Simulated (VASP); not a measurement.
# Cs (Fm-3m) in VASP: notebook

The runs below take Cs through single point, with PBEsol.

All numbers are computed with VASP 6.6.1; they aren't measurements. Logs are shortened: lines on timing, memory, paths and dates and some standing lists are left out, and cuts for length are marked.

### 1 The cell of the first run

It takes space group Fm-3m (No. 225, cubic). The conventional cell has a = 5.062 Å, b = 5.062 Å, c = 5.062 Å, α = 90.00°, β = 90.00°, γ = 90.00°. Cs (site symmetry m-3m) has 12 Cs at 3.58 Å within 4.7 Å.

### 2 Single point, PBEsol

INCAR reads:

```
ALGO = Normal ; EDIFF = 1E-7
ENCUT = 520 ; GGA = PS
ISIF = 2 ; ISMEAR = -1
LASPH = T ; LCHARG = F
LREAL = F ; LWAVE = F
NBANDS = 10 ; NELM = 60
PREC = Accurate ; SIGMA = 0.05
```

KPOINTS reads:

```
k-points
0
Gamma
  6 6 6
```

POSCAR reads:

```
Cs
1.0
    0.0000000000      2.5307880805      2.5307880805
    2.5307880805      0.0000000000      2.5307880805
    2.5307880805      2.5307880805      0.0000000000
Cs
1
Direct
    0.0000000000      0.0000000000      0.0000000000
```

Potentials or basis: VASP PAW PBE potentials, release 64 (Cs_sv).

Started as:

```bash
$ cat potpaw_PBE.64/Cs_sv/POTCAR > POTCAR
$ mpirun -np 1 vasp_std > vasp.out
```

OUTCAR:

```text
EDIFF = 1E-7
   ENCUT = 520
   GGA = PS
   ISIF = 2
   ISMEAR = -1
   LASPH = T
   LREAL = F
   NELM = 60
   PREC = Accurate

 ion  position               nearest neighbor table
   1  0.000  0.000  0.000-

  LATTYP: Found a face centered cubic cell.
 ALAT       =     5.0615761610

  Lattice vectors:

 A1 = (   0.0000000000,   2.5307880805,   2.5307880805)
 A2 = (   2.5307880805,   0.0000000000,   2.5307880805)
 A3 = (   2.5307880805,   2.5307880805,   0.0000000000)

Analysis of symmetry for initial positions (statically):
=====================================================================
 Subroutine PRICEL returns:
 Original cell was already a primitive cell.

 Routine SETGRP: Setting up the symmetry group for a
 face centered cubic supercell.

 Subroutine GETGRP returns: Found 48 space group operations
 (whereof 48 operations were pure point group operations)
 out of a pool of 48 trial point group operations.

The static configuration has the point symmetry O_h .

Analysis of symmetry for dynamics (positions and initial velocities):
=====================================================================
 Subroutine PRICEL returns:
 Original cell was already a primitive cell.

 Routine SETGRP: Setting up the symmetry group for a
 face centered cubic supercell.

 Subroutine GETGRP returns: Found 48 space group operations
 (whereof 48 operations were pure point group operations)
 out of a pool of 48 trial point group operations.

The dynamic configuration has the point symmetry O_h .

 Subroutine INISYM returns: Found 48 space group operations
 (whereof 48 operations are pure point group operations),
 and found     1 'primitive' translations

----------------------------------------------------------------------------------------

                                     Primitive cell

  volume of cell :      32.4188

  direct lattice vectors                    reciprocal lattice vectors
     0.000000000  2.530788080  2.530788080    -0.197566918  0.197566918  0.197566918
     2.530788080  0.000000000  2.530788080     0.197566918 -0.197566918  0.197566918
     2.530788080  2.530788080  0.000000000     0.197566918  0.197566918 -0.197566918

  length of vectors
     3.579074827  3.579074827  3.579074827     0.342195939  0.342195939  0.342195939

  position of ions in fractional coordinates (direct lattice)
     0.000000000  0.000000000  0.000000000

  ion indices of the primitive-cell ions
   primitive index   ion index
                 1           1

----------------------------------------------------------------------------------------

 KPOINTS: k-points

Automatic generation of k-mesh.
 Grid dimensions read from file:
 generate k-points for:    6    6    6

 Generating k-lattice:

  Cartesian coordinates                     Fractional coordinates (reciprocal lattice)
    -0.032927820  0.032927820  0.032927820     0.166666667  0.000000000  0.000000000
     0.032927820 -0.032927820  0.032927820     0.000000000  0.166666667  0.000000000
     0.032927820  0.032927820 -0.032927820     0.000000000  0.000000000  0.166666667

  Length of vectors
     0.057032657  0.057032657  0.057032657

  Shift w.r.t. Gamma in fractional coordinates (k-lattice)
     0.000000000  0.000000000  0.000000000

 Subroutine IBZKPT returns following result:
 ===========================================

 Found     16 irreducible k-points:

 Following reciprocal coordinates:
            Coordinates               Weight
  0.000000  0.000000  0.000000      1.000000
  0.166667  0.000000  0.000000      8.000000
  0.333333  0.000000  0.000000      8.000000
  0.500000  0.000000  0.000000      4.000000
  0.166667  0.166667  0.000000      6.000000
  0.333333  0.166667  0.000000     24.000000
[... 8 lines left out ...]
 -0.333333  0.333333  0.166667     24.000000
 -0.333333  0.500000  0.166667     12.000000
   k-points           NKPTS =     16   k-points in BZ     NKDIM =     16   number of bands    NBANDS=     10
   number of dos      NEDOS =    301   number of ions     NIONS =      1
   total plane-waves  NPLWV =  21952
   dimension x,y,z NGX =    28 NGY =   28 NGZ =   28
   dimension x,y,z NGXF=    56 NGYF=   56 NGZF=   56
   ions per type =               1
   NGX,Y,Z   is equivalent  to a cutoff of  13.01, 13.01, 13.01 a.u.
   NGXF,Y,Z  is equivalent  to a cutoff of  26.01, 26.01, 26.01 a.u.
 SYSTEM =  unknown system
   PREC   = accura    normal or accurate (medium, high low for compatibility)
   ISTART =      0    job   : 0-new  1-cont  2-samecut
   ICHARG =      2    charge: 1-file 2-atom 10-const
   ISPIN  =      1    spin polarized calculation?
   LNONCOLLINEAR =      F non collinear calculations
   LSORBIT =      F    spin-orbit coupling
   LASPH  =      T    aspherical Exc in radial PAW
   ENCUT  =  520.0 eV  38.22 Ry    6.18 a.u.   6.65  6.65  6.65*2*pi/ulx,y,z
   NELM   =     60;   NELMIN=  2; NELMDL= -5     # of ELM steps
   EDIFF  = 0.1E-06   stopping-criterion for ELM
   LREAL  =      F    real-space projection
   EDIFFG = 0.1E-05   stopping-criterion for IOM
   NSW    =      0    number of steps for IOM
   IBRION =     -1    ionic relax: 0-MD 1-quasi-New 2-CG
   NFREE  =      0    steps in history (QN), initial steepest desc. (CG)
   ISIF   =      2    stress and relaxation
   ISYM   =      2    0-nonsym 1-usesym 2-fastsym
   POTIM  = 0.5000    time-step for ionic-motion
   TEBEG  =    0.0;   TEEND  =   0.0 temperature during run
   PSTRESS=    0.0 pullay stress
   NELECT =       9.0000    total number of electrons
   NUPDOWN=      -1.0000    fix difference up-down
   EMIN   =  10.00;   EMAX   =-10.00  energy-range for DOS
   EFERMI =   0.00;   METHOD = LEGACY
   ISMEAR =    -1;   SIGMA  =   0.05  broadening in eV -4-tet -1-fermi 0-gaus
   EFERMI_NEDOS =   21; number of points for ismear=-14 and -15
   IALGO  =     38    algorithm
   IMIX   =      4    mixing-type and parameters
     AMIX     =   0.40;   BMIX     =  1.00
     AMIX_MAG =   1.60;   BMIX_MAG =  1.00
  volume/ion in A,a.u.               =      32.42       218.77
  Fermi-wavevector in a.u.,A,eV,Ry     =   1.067964  2.018159 15.518081  1.140547
  Thomas-Fermi vector in A             =   2.203597
   LORBIT       =      0    0 simple, 1 ext, 2 COOP (PROOUT), +10 PAW based schemes
   GGA     = PS    functional components
   LHFCALC =     F    Hartree Fock is set to
   AEXX    =    0.0000 exact exchange contribution
   IVDW    =     0    specifies the selected vdW correction
   LEPSILON=     F    determine dielectric tensor
   LRPA    =     F    only Hartree local field effects (RPA)
 non-spin polarized calculation
  energy-cutoff  :      520.00
  volume of cell :       32.42
 maximum number of plane-waves:       893
 NGX is ok and might be reduce to    28
   NGX = 13   NGY = 13   NGZ = 13

 number of electron       9.0000001 magnetization

 Free energy of the ion-electron system (eV)
  ---------------------------------------------------
  ext. energy  EPLUGINS =         0.00000000
  ---------------------------------------------------
  free energy    TOTEN  =         0.21208297 eV

  energy without entropy =        0.22584107  energy(sigma->0) =        0.21896202

 E-fermi :   6.2550     XC(G=0): -10.1136

 val. band max:        6.2144859764   @ k =   0.5000   0.1667   0.0000
 cond. band min:       6.3405052066   @ k =   0.5000   0.3333   0.0000
 fundamental gap:      0.1260192302
 Fermi energy:         6.2550427738

 k-point     1 :       0.0000    0.0000    0.0000
  band No.  band energies     occupation
      1     -18.6699      2.00000
      2      -3.0206      2.00000
      3      -3.0206      2.00000
      4      -3.0206      2.00000
      5       5.0422      2.00000
      6       9.1210      0.00000
      7       9.1210      0.00000
      8       9.1210      0.00000
      9      12.7819      0.00000
     10      12.7819      0.00000

 k-point     2 :       0.1667    0.0000    0.0000
  band No.  band energies     occupation
      1     -18.4782      2.00000
      2      -4.2753      2.00000
      3      -3.1566      2.00000
      4      -3.1566      2.00000
      5       6.0430      1.97163
      6       8.5440      0.00000
      7       9.5192      0.00000
      8       9.5192      0.00000
      9      11.9445      0.00000
     10      11.9445      0.00000

 k-point     3 :       0.3333    0.0000    0.0000
  band No.  band energies     occupation
      1     -18.0517      2.00000
      2      -6.2123      2.00000
      3      -3.4060      2.00000
      4      -3.4060      2.00000
      5       5.7942      1.99980
      6       9.0772      0.00000
      7       9.0772      0.00000
      8      10.5107      0.00000
      9      13.3338      0.00000
     10      13.3511      0.00000

 k-point     4 :       0.5000    0.0000    0.0000
  band No.  band energies     occupation
      1     -17.8107      2.00000
      2      -7.0510      2.00000
      3      -3.5210      2.00000
      4      -3.5210      2.00000
      5       5.4589      2.00000
      6       8.6599      0.00000
      7       8.6599      0.00000
      8      11.2854      0.00000
      9      14.3044      0.00000
     10      15.7924      0.00000
[... 118 lines left out ...]
 k-point    14 :       0.5000    0.3333    0.1667
  band No.  band energies     occupation
      1     -17.7556      2.00000
      2      -6.1199      2.00000
      3      -4.8398      2.00000
      4      -3.9919      2.00000
      5       6.6466      0.00079
      6       7.2813      0.00000
      7       8.7846      0.00000
      8      12.1804      0.00000
      9      13.0365      0.00000
     10      17.3987      0.00000

 k-point    15 :      -0.3333    0.3333    0.1667
  band No.  band energies     occupation
      1     -17.5898      2.00000
      2      -6.2854      2.00000
      3      -5.3126      2.00000
      4      -4.2535      2.00000
      5       6.5300      0.00814
      6       7.7864      0.00000
      7       9.5706      0.00000
      8      11.0198      0.00000
      9      14.2036      0.00000
     10      17.0999      0.00000

 k-point    16 :      -0.3333    0.5000    0.1667
  band No.  band energies     occupation
      1     -17.5136      2.00000
      2      -6.2825      2.00000
      3      -5.2056      2.00000
      4      -4.6952      2.00000
      5       5.6290      1.99999
      6       6.8643      0.00001
      7      10.9122      0.00000
      8      11.6846      0.00000
      9      16.9222      0.00000
     10      17.4567      0.00000

------------------------ aborting loop because EDIFF is reached ----------------------------------------

  FORCE on cell =-STRESS in cart. coord.  units (eV):
  Direction    XX          YY          ZZ          XY          YZ          ZX
  --------------------------------------------------------------------------------------
  -------------------------------------------------------------------------------------
  Total        2.0976862      2.0976862      2.0976862     -0.0000000      0.0000000      0.0000000
  in kB      103.6701614    103.6701614    103.6701614     -0.0000000      0.0000000      0.0000000
  external PRESSURE =     103.6701614 kB  Pullay stress =       0.0000000 kB

 VOLUME and BASIS-vectors are now :
 -----------------------------------------------------------------------------
  energy-cutoff  :      520.00
  volume of cell :       32.42
      direct lattice vectors                 reciprocal lattice vectors
     0.000000000  2.530788080  2.530788080    -0.197566918  0.197566918  0.197566918
     2.530788080  0.000000000  2.530788080     0.197566918 -0.197566918  0.197566918
     2.530788080  2.530788080  0.000000000     0.197566918  0.197566918 -0.197566918

 POSITION                                       TOTAL-FORCE (eV/Angst)
 -----------------------------------------------------------------------------------
      0.00000      0.00000      0.00000         0.000000      0.000000     -0.000000
 -----------------------------------------------------------------------------------
    total drift:                                0.000000      0.000000      0.000000

  FREE ENERGIE OF THE ION-ELECTRON SYSTEM (eV)
  ---------------------------------------------------
  free  energy   TOTEN  =         0.2120829738 eV

  energy  without entropy=        0.2258410666  energy(sigma->0) =        0.21896202
```

It took 4.2 s on 1 thread of Intel Xeon 6975P-C (Granite Rapids), shared host; peak memory 0.15 GiB.

Results:

```
Free energy : 0.2121 eV
Pressure    : 10.4 GPa
```

Caveat: the PAW data sets were made with another functional, which shifts forces and pressure a little; spin-orbit coupling is left out, which moves the levels of the heavy elements.

### 3 Single point, PBEsol

This run uses another cell than the first one, of 46.22 Å³/atom, 1.426 times its volume.

INCAR reads:

```
PREC = Accurate
ENCUT = 520
EDIFF = 1E-7
ISMEAR = -1
SIGMA = 0.05
LREAL = False
LASPH = True
NELM = 80
ALGO = Normal
ISIF = 2
LWAVE = False
LCHARG = False
GGA = PS
NBANDS = 10
```

KPOINTS reads:

```
Automatic mesh
0
Gamma
  6 6 6
```

POSCAR reads:

```
Cs
1.0
    0.0000000000      2.8484696773      2.8484696773
    2.8484696773      0.0000000000      2.8484696773
    2.8484696773      2.8484696773      0.0000000000
Cs
1
Direct
    0.0000000000      0.0000000000      0.0000000000
```

Potentials or basis: VASP PAW PBE potentials, release 64 (Cs_sv).

Started as:

```bash
$ cat potpaw_PBE.64/Cs_sv/POTCAR > POTCAR
$ mpirun -np 1 vasp_std > vasp.out
```

Run time: 6.2 s. Hardware: 1 thread of Intel Xeon 6975P-C (Granite Rapids), shared host; peak memory 0.16 GiB.

It converged, with:

```yaml
Free_energy: -0.3484 eV
Pressure: 5.1 GPa
```

Levels at points of the mesh, in eV from the Fermi level:
| k point | band 3 | band 4 | band 5 | band 6 | band 7 | band 8 |
| --- | --- | --- | --- | --- | --- | --- |
| (0.00, 0.00, 0.00) | -9.80 | -9.80 | -2.04 | 2.86 | 2.86 | 2.86 |
| (0.50, 0.00, 0.00) | -10.02 | -10.02 | -0.51 | 2.54 | 2.54 | 3.32 |
| (0.50, 0.50, 0.00) | -10.46 | -10.46 | -0.98 | -0.09 | 5.05 | 7.62 |

Caveat: the PAW data sets were made with another functional, which shifts forces and pressure a little; spin-orbit coupling is left out, which moves the levels of the heavy elements.

### 4 Single point, PBEsol

This run uses another cell than the first one, of 110.80 Å³/atom, 3.418 times its volume.

INCAR reads:

```
  ALGO = Normal
  EDIFF = 1E-6
  ENCUT = 520
  GGA = PS
  ISIF = 2
  ISMEAR = -1
  LASPH = True
  LCHARG = False
  LREAL = False
  LWAVE = False
  NBANDS = 10
  NELM = 60
  PREC = Accurate
  SIGMA = 0.05
```

KPOINTS reads:

```
k-points
0
Gamma
  6 6 6
```

POSCAR reads:

```
Cs
1.0
    0.0000000000      3.8121904057      3.8121904057
    3.8121904057      0.0000000000      3.8121904057
    3.8121904057      3.8121904057      0.0000000000
Cs
1
Direct
    0.0000000000      0.0000000000      0.0000000000
```

Started as:

```bash
$ cat potpaw_PBE.64/Cs_sv/POTCAR > POTCAR
$ mpirun -np 1 vasp_std > vasp.out
```

Wall time 7.9 s (1 thread of Intel Xeon 6975P-C (Granite Rapids), shared host); peak memory 0.23 GiB.

Results (log left out):

```
Free energy : -0.9369 eV
Pressure    : 0.0 GPa
```

Levels at points of the mesh, in eV from the Fermi level:
```csv
k point,band 1,band 2,band 3,band 4,band 5,band 6,band 7,band 8,band 9,band 10
"(0.00, 0.00, 0.00)",-23.80,-10.51,-10.51,-10.51,-1.70,2.50,2.50,2.50,3.63,3.63
"(0.50, 0.00, 0.00)",-23.79,-10.67,-10.53,-10.53,-0.03,0.82,2.35,2.35,4.47,4.47
"(0.50, 0.50, 0.00)",-23.79,-10.66,-10.57,-10.57,0.27,1.04,1.51,4.14,4.14,4.49
```

Caveat: the PAW data sets were made with another functional, which shifts forces and pressure a little; spin-orbit coupling is left out, which moves the levels of the heavy elements.

### 5 Overview

| cell | gap on the mesh (eV) | pressure (GPa) |
| --- | --- | --- |
| a = 3.579 Å, angles 60.0°, 1 atom | none | 10.4 |
| a = 4.028 Å, angles 60.0°, 1 atom | none | 5.1 |
| a = 5.391 Å, angles 60.0°, 1 atom | none | 0.0 |

Alike in all rows: task single point; level PBEsol; potentials or basis VASP PAW PBE potentials, release 64 (Cs_sv); no spin polarisation; k mesh 6 × 6 × 6; cutoff (eV) 520; smearing fermi-dirac 0.05 eV.

Caveats: the PAW data sets were made with another functional, which shifts forces and pressure a little; spin-orbit coupling is left out, which moves the levels of the heavy elements.

Total energies depend on the potentials used, so only differences within one code and one set of settings carry meaning.
